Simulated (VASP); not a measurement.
# Al2Pt in VASP: a series of runs

Aim: see how the results for Al2Pt move with the level of theory and the settings. Levels: PBE, PBEsol. Tasks: single point.

Everything below comes from runs of VASP 6.6.1. Logs are shortened: lines on timing, memory, paths and dates and some standing lists are left out, and cuts for length are marked.

## 1. The cell of the first run

The structure is tetragonal, space group I4/mmm (No. 139). Conventional cell: a = 4.179 Å, b = 4.179 Å, c = 5.969 Å, α = 90.00°, β = 90.00°, γ = 90.00°. Pt (site symmetry 4/mmm) has 8 Al at 2.57 Å within 3.4 Å. Al (site symmetry -4m2) has 4 Pt at 2.57 Å and 6 Al at 2.96 to 2.98 Å within 3.4 Å.

## 2. Single point, PBE

Input file INCAR:

```
SYSTEM = Al2Pt
  PREC = Accurate
  ENCUT = 520
  EDIFF = 1E-6
  ISMEAR = -1
  SIGMA = 0.05
  LREAL = .False.
  LASPH = .True.
  NELM = 60
  ALGO = Normal
  ISIF = 2
  LWAVE = .False.
  LCHARG = .False.
  GGA = PE
  NBANDS = 15
```

Input file KPOINTS:

```
regular mesh
0
Gamma
  7 7 7
  0 0 0
```

Input file POSCAR:

```
Al2Pt
1.0
    0.0000000000      2.9550000000      2.9845500000
    2.9550000000      0.0000000000      2.9845500000
    2.9550000000      2.9550000000      0.0000000000
Pt Al
1 2
Direct
    0.0000000000      0.0000000000      0.0000000000
    0.7500000000      0.7500000000      0.7500000000
    0.2500000000      0.2500000000      0.2500000000
```

Potentials or basis: VASP PAW PBE potentials, release 64 (Pt, Al).

Launch:

```
$ cat potpaw_PBE.64/Pt/POTCAR potpaw_PBE.64/Al/POTCAR > POTCAR
$ mpirun -np 1 vasp_std > vasp.out
```

OUTCAR:

```text
SYSTEM = Al2Pt
   PREC = Accurate
   ENCUT = 520
   EDIFF = 1E-6
   ISMEAR = -1
   LREAL = .False.
   LASPH = .True.
   NELM = 60
   ISIF = 2
   GGA = PE

 ion  position               nearest neighbor table
   1  0.000  0.000  0.000-   2 2.57   2 2.57   2 2.57   2 2.57   3 2.57   3 2.57   3 2.57   3 2.57

   2  0.750  0.750  0.750-   1 2.57   1 2.57   1 2.57   1 2.57   3 2.96   3 2.96   3 2.96   3 2.96
                             3 2.98   3 2.98
   3  0.250  0.250  0.250-   1 2.57   1 2.57   1 2.57   1 2.57   2 2.96   2 2.96   2 2.96   2 2.96
                             2 2.98   2 2.98

  LATTYP: Found a body centered tetragonal cell.
 ALAT       =     4.1790010768
 C/A-ratio  =     1.4283556980

  Lattice vectors:

 A1 = (  -2.9550000000,   0.0000000000,   2.9845500000)
 A2 = (   2.9550000000,   0.0000000000,   2.9845500000)
 A3 = (   0.0000000000,   2.9550000000,  -2.9845500000)

Analysis of symmetry for initial positions (statically):
=====================================================================
 Subroutine PRICEL returns:
 Original cell was already a primitive cell.

 Routine SETGRP: Setting up the symmetry group for a
 body centered tetragonal supercell.

 Subroutine GETGRP returns: Found 16 space group operations
 (whereof 16 operations were pure point group operations)
 out of a pool of 16 trial point group operations.

The static configuration has the point symmetry D_4h.

Analysis of symmetry for dynamics (positions and initial velocities):
=====================================================================
 Subroutine PRICEL returns:
 Original cell was already a primitive cell.

 Routine SETGRP: Setting up the symmetry group for a
 body centered tetragonal supercell.

 Subroutine GETGRP returns: Found 16 space group operations
 (whereof 16 operations were pure point group operations)
 out of a pool of 16 trial point group operations.

The dynamic configuration has the point symmetry D_4h.

 Subroutine INISYM returns: Found 16 space group operations
 (whereof 16 operations are pure point group operations),
 and found     1 'primitive' translations

----------------------------------------------------------------------------------------

                                     Primitive cell

  volume of cell :      52.1223

  direct lattice vectors                    reciprocal lattice vectors
     0.000000000  2.955000000  2.984550000    -0.169204738  0.169204738  0.167529443
     2.955000000  0.000000000  2.984550000     0.169204738 -0.169204738  0.167529443
     2.955000000  2.955000000  0.000000000     0.169204738  0.169204738 -0.167529443

  length of vectors
     4.199948060  4.199948060  4.179001077     0.292107174  0.292107174  0.292107174

  position of ions in fractional coordinates (direct lattice)
     0.000000000  0.000000000  0.000000000
     0.750000000  0.750000000  0.750000000
     0.250000000  0.250000000  0.250000000

  ion indices of the primitive-cell ions
   primitive index   ion index
                 1           1
                 2           2
                 3           3

----------------------------------------------------------------------------------------

 KPOINTS: regular mesh

Automatic generation of k-mesh.
 Grid dimensions read from file:
 generate k-points for:    7    7    7

 Generating k-lattice:

  Cartesian coordinates                     Fractional coordinates (reciprocal lattice)
    -0.024172105  0.024172105  0.023932778     0.142857143  0.000000000  0.000000000
     0.024172105 -0.024172105  0.023932778     0.000000000  0.142857143  0.000000000
     0.024172105  0.024172105 -0.023932778    -0.000000000 -0.000000000  0.142857143

  Length of vectors
     0.041729596  0.041729596  0.041729596

  Shift w.r.t. Gamma in fractional coordinates (k-lattice)
     0.000000000  0.000000000  0.000000000

 Subroutine IBZKPT returns following result:
 ===========================================

 Found     40 irreducible k-points:

 Following reciprocal coordinates:
            Coordinates               Weight
  0.000000  0.000000  0.000000      1.000000
  0.142857 -0.000000  0.000000      8.000000
  0.285714  0.000000  0.000000      8.000000
  0.428571  0.000000  0.000000      8.000000
  0.142857  0.142857  0.000000      2.000000
  0.285714  0.142857  0.000000      8.000000
[... 16 lines left out ...]
  0.428571  0.285714  0.142857      8.000000
 -0.428571  0.285714  0.142857     16.000000
 [... further k-points ...]
   k-points           NKPTS =     40   k-points in BZ     NKDIM =     40   number of bands    NBANDS=     15
   number of dos      NEDOS =    301   number of ions     NIONS =      3
   total plane-waves  NPLWV =  32768
   dimension x,y,z NGX =    32 NGY =   32 NGZ =   32
   dimension x,y,z NGXF=    64 NGYF=   64 NGZF=   64
   ions per type =               1   2
   NGX,Y,Z   is equivalent  to a cutoff of  12.67, 12.67, 12.73 a.u.
[... 36 lines left out ...]
   GGA     = PE    functional components
   LHFCALC =     F    Hartree Fock is set to
   AEXX    =    0.0000 exact exchange contribution
   IVDW    =     0    specifies the selected vdW correction
   LEPSILON=     F    determine dielectric tensor
   LRPA    =     F    only Hartree local field effects (RPA)
 non-spin polarized calculation
  energy-cutoff  :      520.00
  volume of cell :       52.12
 maximum number of plane-waves:      1419
   NGX = 15   NGY = 15   NGZ = 15

 number of electron      16.0000000 magnetization

 Free energy of the ion-electron system (eV)
  ---------------------------------------------------
  ext. energy  EPLUGINS =         0.00000000
  ---------------------------------------------------
  free energy    TOTEN  =       -16.24985353 eV

  energy without entropy =      -16.23451129  energy(sigma->0) =      -16.24218241

 E-fermi :   7.7678     XC(G=0): -10.6568

 val. band max:        7.7573998966   @ k =  -0.1429   0.0000   0.1429
 cond. band min:       7.7831765533   @ k =   0.2857   0.0000   0.2857
 fundamental gap:      0.0257766566
 Fermi energy:         7.7677756897

 k-point     1 :       0.0000    0.0000    0.0000
  band No.  band energies     occupation
      1      -2.3744      2.00000
      2       2.7742      2.00000
      3       2.7742      2.00000
      4       2.7870      2.00000
      5       4.0996      2.00000
      6       4.1382      2.00000
      7      10.6675      0.00000
      8      11.5502      0.00000
      9      11.6220      0.00000
     10      11.6220      0.00000
     11      13.0866      0.00000
     12      13.0866      0.00000
     13      13.2318      0.00000
     14      13.8885      0.00000
     15      14.1866      0.00000

 k-point     2 :       0.1429   -0.0000    0.0000
  band No.  band energies     occupation
      1      -2.0972      2.00000
      2       2.6173      2.00000
      3       2.8636      2.00000
      4       2.8708      2.00000
      5       4.0755      2.00000
      6       4.1099      2.00000
      7       9.0412      0.00000
      8      10.8833      0.00000
      9      10.9209      0.00000
     10      11.0763      0.00000
     11      13.4737      0.00000
     12      13.6796      0.00000
     13      13.6908      0.00000
     14      13.9335      0.00000
     15      13.9856      0.00000

 k-point     3 :       0.2857    0.0000    0.0000
  band No.  band energies     occupation
      1      -1.3120      2.00000
      2       2.2564      2.00000
      3       3.0281      2.00000
      4       3.0305      2.00000
      5       4.1178      2.00000
      6       4.1354      2.00000
      7       6.2621      2.00000
      8       9.7385      0.00000
      9       9.7935      0.00000
     10      11.5538      0.00000
     11      12.9965      0.00000
     12      13.1601      0.00000
     13      13.1813      0.00000
     14      15.4569      0.00000
     15      15.5159      0.00000
[... 343 lines left out ...]
 k-point    23 :       0.4286    0.2857    0.1429
  band No.  band energies     occupation
      1      -0.6157      2.00000
      2       2.0847      2.00000
      3       3.0509      2.00000
      4       3.3714      2.00000
      5       3.7838      2.00000
      6       4.3726      2.00000
      7       5.8175      2.00000
      8       7.1092      2.00000
      9       8.6190      0.00000
     10      11.9502      0.00000
     11      12.3048      0.00000
     12      13.6924      0.00000
     13      14.8703      0.00000
     14      16.3995      0.00000
     15      16.5884      0.00000

 k-point    24 :      -0.4286    0.2857    0.1429
  band No.  band energies     occupation
      1       0.4269      2.00000
      2       1.8646      2.00000
      3       2.9188      2.00000
      4       3.5094      2.00000
      5       3.7573      2.00000
      6       4.1506      2.00000
      7       4.8114      2.00000
      8       6.4735      2.00000
      9       7.8357      0.40894
     10      11.8591      0.00000
     11      12.9403      0.00000
     12      14.1840      0.00000
     13      15.4258      0.00000
     14      15.8050      0.00000
     15      17.3319      0.00000

 [... further k-points ...]
[... 5 lines left out ...]
  --------------------------------------------------------------------------------------
  -------------------------------------------------------------------------------------
  Total        0.3680303      0.3680303      0.2134710      0.0000000     -0.0000000      0.0000000
  in kB       11.3128050     11.3128050      6.5618388      0.0000000     -0.0000000      0.0000000
  external PRESSURE =       9.7291496 kB  Pullay stress =       0.0000000 kB

 VOLUME and BASIS-vectors are now :
 -----------------------------------------------------------------------------
  energy-cutoff  :      520.00
  volume of cell :       52.12
      direct lattice vectors                 reciprocal lattice vectors
     0.000000000  2.955000000  2.984550000    -0.169204738  0.169204738  0.167529443
     2.955000000  0.000000000  2.984550000     0.169204738 -0.169204738  0.167529443
     2.955000000  2.955000000  0.000000000     0.169204738  0.169204738 -0.167529443

 POSITION                                       TOTAL-FORCE (eV/Angst)
 -----------------------------------------------------------------------------------
      0.00000      0.00000      0.00000        -0.000000      0.000000      0.000000
      4.43250      4.43250      4.47682         0.000000      0.000000      0.000000
      1.47750      1.47750      1.49228         0.000000     -0.000000     -0.000000
 -----------------------------------------------------------------------------------
    total drift:                                0.000000     -0.000000      0.000000

  FREE ENERGIE OF THE ION-ELECTRON SYSTEM (eV)
  ---------------------------------------------------
  free  energy   TOTEN  =       -16.2498535302 eV

  energy  without entropy=      -16.2345112868  energy(sigma->0) =      -16.24218241
```

Wall time 14 s (1 thread of Intel Xeon Platinum 8488C (Sapphire Rapids), shared host); peak memory 0.19 GiB.

What came out:

* Free energy: -16.2499 eV
* Pressure: 1.0 GPa
* Band gap on the k mesh: zero (band 8 reaches 11.55 eV, above the bottom of band 9 at 6.46 eV)

Stress tensor (GPa, compression positive):
```
1.13 0.00 0.00
0.00 1.13 0.00
0.00 0.00 0.66
```

Caveat: spin-orbit coupling is left out, which moves the levels of the heavy elements.

## 3. Single point, PBE

This run uses another cell than the first one, of 17.55 Å³/atom, 1.010 times its volume.

Input file INCAR:

```
PREC = Accurate ; ENCUT = 520
EDIFF = 1E-6 ; ISMEAR = -1
SIGMA = 0.05 ; LREAL = F
LASPH = T ; NELM = 60
ALGO = Normal ; ISIF = 2
LWAVE = F ; LCHARG = F
GGA = PE ; NBANDS = 15
```

Input file KPOINTS:

```
Automatic mesh
0
Gamma
  7 7 7
```

Input file POSCAR:

```
Al2Pt
1.0
    0.0000000000      2.9550000000      3.0141000000
    2.9550000000      0.0000000000      3.0141000000
    2.9550000000      2.9550000000      0.0000000000
Pt Al
1 2
Direct
    0.0000000000      0.0000000000      0.0000000000
    0.7500000000      0.7500000000      0.7500000000
    0.2500000000      0.2500000000      0.2500000000
```

Potentials or basis: VASP PAW PBE potentials, release 64 (Pt, Al).

Launch:

```
$ cat potpaw_PBE.64/Pt/POTCAR potpaw_PBE.64/Al/POTCAR > POTCAR
$ mpirun -np 1 vasp_std > vasp.out
```

Run time: 14 s. Hardware: 1 thread of Intel Xeon Platinum 8488C (Sapphire Rapids), shared host; peak memory 0.19 GiB.

The run converged. Its results:

```yaml
Free_energy: -16.2494 eV
Pressure: -0.3 GPa
Band_gap_on_the_k_mesh: zero (band 8 reaches 11.38 eV, above the bottom of band 9 at 6.38 eV)
```

Stress tensor (GPa, compression positive):
```
-0.01  0.00  0.00
 0.00 -0.01  0.00
 0.00  0.00 -0.99
```

Levels at points of the mesh, in eV from the Fermi level:
```tsv
k point	band 5	band 6	band 7	band 8	band 9	band 10	band 11	band 12
(0.00, 0.00, 0.00)	-3.65	-3.57	2.83	3.73	3.87	3.87	5.22	5.22
```

Caveat: spin-orbit coupling is left out, which moves the levels of the heavy elements.

## 4. Single point, PBE

This run uses another cell than the first one, of 17.89 Å³/atom, 1.030 times its volume.

Input file INCAR:

```
PREC = Accurate
ENCUT = 520
EDIFF = 1E-6
ISMEAR = -1
SIGMA = 0.05
LREAL = F
LASPH = T
NELM = 80
ALGO = Normal
ISIF = 2
LWAVE = F
LCHARG = T
GGA = PE
LELF = T
LVHAR = T
NBANDS = 15
```

KPOINTS is that of step 3.

Input file POSCAR:

```
Al2Pt
1.0
    0.0000000000      2.9550000000      3.0732000000
    2.9550000000      0.0000000000      3.0732000000
    2.9550000000      2.9550000000      0.0000000000
Pt Al
1 2
Direct
    0.0000000000      0.0000000000      0.0000000000
    0.7500000000      0.7500000000      0.7500000000
    0.2500000000      0.2500000000      0.2500000000
```

Launch:

```
$ cat potpaw_PBE.64/Pt/POTCAR potpaw_PBE.64/Al/POTCAR > POTCAR
$ mpirun -np 1 vasp_std > vasp.out
```

Run time: 14 s. Hardware: 1 thread of Intel Xeon Platinum 8488C (Sapphire Rapids), shared host; peak memory 0.19 GiB.

Results (log left out):

```yaml
Free_energy: -16.2329 eV
Pressure: -2.8 GPa
Band_gap_on_the_k_mesh: zero (band 8 reaches 11.04 eV, above the bottom of band 9 at 6.24 eV)
```

Stress tensor (GPa, compression positive):
```
-2.04  0.00  0.00
 0.00 -2.04  0.00
 0.00  0.00 -4.18
```

Levels at points of the mesh, in eV from the Fermi level:
```tsv
k point	band 4	band 5	band 6	band 7	band 8	band 9	band 10	band 11	band 12	band 13
(0.00, 0.00, 0.00)	-4.80	-3.60	-3.45	2.69	3.61	3.91	3.91	5.02	5.02	5.49
```

Caveat: spin-orbit coupling is left out, which moves the levels of the heavy elements.

## 5. Single point, PBEsol

This run uses another cell than the first one, of 17.20 Å³/atom, 0.990 times its volume.

Input file INCAR:

```
SYSTEM = Al2Pt
ALGO = Normal
EDIFF = 1E-6
ENCUT = 520
GGA = PS
ISIF = 2
ISMEAR = -1
LASPH = .TRUE.
LCHARG = .TRUE.
LELF = .TRUE.
LREAL = .FALSE.
LVHAR = .TRUE.
LWAVE = .FALSE.
NBANDS = 15
NELM = 100
PREC = Accurate
SIGMA = 0.05
```

Input file KPOINTS:

```
k-points
0
G
  7 7 7
  0 0 0
```

Input file POSCAR:

```
Al2Pt
1.0
   -0.0591000000      2.9550000000      2.9550000000
    2.9550000000     -0.0591000000      2.9550000000
    2.8959000000      2.8959000000      0.0000000000
Pt Al
1 2
Direct
    0.0000000000      0.0000000000      0.0000000000
    0.7500000000      0.7500000000      0.7500000000
    0.2500000000      0.2500000000      0.2500000000
```

Launch:

```
$ cat potpaw_PBE.64/Pt/POTCAR potpaw_PBE.64/Al/POTCAR > POTCAR
$ mpirun -np 1 vasp_std > vasp.out
```

It took 15 s on 1 thread of Intel Xeon 6975P-C (Granite Rapids), shared host; peak memory 0.2 GiB.

It converged, with:

```yaml
Free_energy: -17.7414 eV
Pressure: -0.8 GPa
Largest_force: 0.334 eV/Å
Band_gap_on_the_k_mesh: zero (band 8 reaches 11.33 eV, above the bottom of band 9 at 6.35 eV)
```

Forces on the atoms (eV/Å):
```
Pt   0.000  0.000  0.000
Al   0.000  0.000 -0.334
Al   0.000  0.000  0.334
```

Stress tensor (GPa, compression positive):
```
-0.94  3.13  0.00
 3.13 -0.94  0.00
 0.00  0.00 -0.49
```

Levels at points of the mesh, in eV from the Fermi level:
```tsv
k point	band 6	band 7	band 8	band 9	band 10	band 11
(0.00, 0.00, 0.00)	-3.69	2.87	3.55	3.96	4.08	5.23
```

Caveat: the PAW data sets were made with another functional, which shifts forces and pressure a little; spin-orbit coupling is left out, which moves the levels of the heavy elements.

## 6. Single point, PBEsol

This run uses another cell than the first one, of 17.20 Å³/atom, 0.990 times its volume.

Input file INCAR:

```
PREC     = Accurate       # precision mode
ENCUT    = 520            # plane-wave cutoff, eV
EDIFF    = 1E-6           # SCF threshold, eV
ISMEAR   = -1             # smearing method
SIGMA    = 0.05           # smearing width, eV
LREAL    = F              # projectors in reciprocal space
LASPH    = T              # aspherical terms in the spheres
NELM     = 80             # most SCF steps
ALGO     = Normal         # electronic algorithm
ISIF     = 2              # what is computed and relaxed
LWAVE    = F              # write WAVECAR
LCHARG   = F              # write CHGCAR
GGA      = PS             # functional
NBANDS   = 15             # bands
```

Input file KPOINTS:

```
Automatic mesh
0
Gamma
  7 7 7
```

Input file POSCAR:

```
Al2Pt
1.0
   -0.0295500000      2.9550000000      2.9550000000
    2.9550000000     -0.0295500000      2.9550000000
    2.9254500000      2.9254500000      0.0000000000
Pt Al
1 2
Direct
    0.0000000000      0.0000000000      0.0000000000
    0.7500000000      0.7500000000      0.7500000000
    0.2500000000      0.2500000000      0.2500000000
```

Potentials or basis: VASP PAW PBE potentials, release 64 (Pt, Al).

Launch:

```
$ cat potpaw_PBE.64/Pt/POTCAR potpaw_PBE.64/Al/POTCAR > POTCAR
$ mpirun -np 1 vasp_std > vasp.out
```

Wall time 13 s (1 thread of Intel Xeon 6975P-C (Granite Rapids), shared host); peak memory 0.2 GiB.

Results (log left out):

```yaml
Free_energy: -17.7564 eV
Pressure: -0.9 GPa
Largest_force: 0.169 eV/Å
Band_gap_on_the_k_mesh: zero (band 8 reaches 11.45 eV, above the bottom of band 9 at 6.43 eV)
```

Forces in eV/Å, atoms in the order of the input:
```
Pt   0.000  0.000  0.000
Al   0.000  0.000 -0.169
Al   0.000  0.000  0.169
```

Stress tensor (GPa, compression positive):
```
-0.95  1.55  0.00
 1.55 -0.95  0.00
 0.00  0.00 -0.86
```

Levels at points of the mesh, in eV from the Fermi level:
```tsv
k point	band 4	band 5	band 6	band 7	band 8	band 9	band 10	band 11	band 12	band 13
(0.00, 0.00, 0.00)	-5.04	-3.69	-3.69	2.97	3.68	3.86	3.95	5.34	5.43	5.56
```

Caveat: the PAW data sets were made with another functional, which shifts forces and pressure a little; spin-orbit coupling is left out, which moves the levels of the heavy elements.

## 7. The runs side by side

| level | cell | gap on the mesh (eV) | pressure (GPa) | largest force (eV/Å) |
| --- | --- | --- | --- | --- |
| PBE | a = 4.200, b = 4.200, c = 4.179 Å, angles 60.2, 60.2, 59.7°, 3 atoms | none | 1.0 | - |
| PBE | a = 4.221, b = 4.221, c = 4.179 Å, angles 60.3, 60.3, 59.3°, 3 atoms | none | -0.3 | - |
| PBE | a = 4.263, b = 4.263, c = 4.179 Å, angles 60.7, 60.7, 58.7°, 3 atoms | none | -2.8 | - |
| PBEsol | a = 4.179, b = 4.179, c = 4.095 Å, angles 60.7, 60.7, 61.3°, 3 atoms | none | -0.8 | 0.33 |
| PBEsol | a = 4.179, b = 4.179, c = 4.137 Å, angles 60.3, 60.3, 60.7°, 3 atoms | none | -0.9 | 0.17 |

Alike in all rows: task single point; potentials or basis VASP PAW PBE potentials, release 64 (Pt, Al); no spin polarisation; k mesh 7 × 7 × 7; cutoff (eV) 520; smearing fermi-dirac 0.05 eV.

Caveats: spin-orbit coupling is left out, which moves the levels of the heavy elements; the PAW data sets were made with another functional, which shifts forces and pressure a little (some runs).

Absolute energies hang on the potentials; compare differences alone.
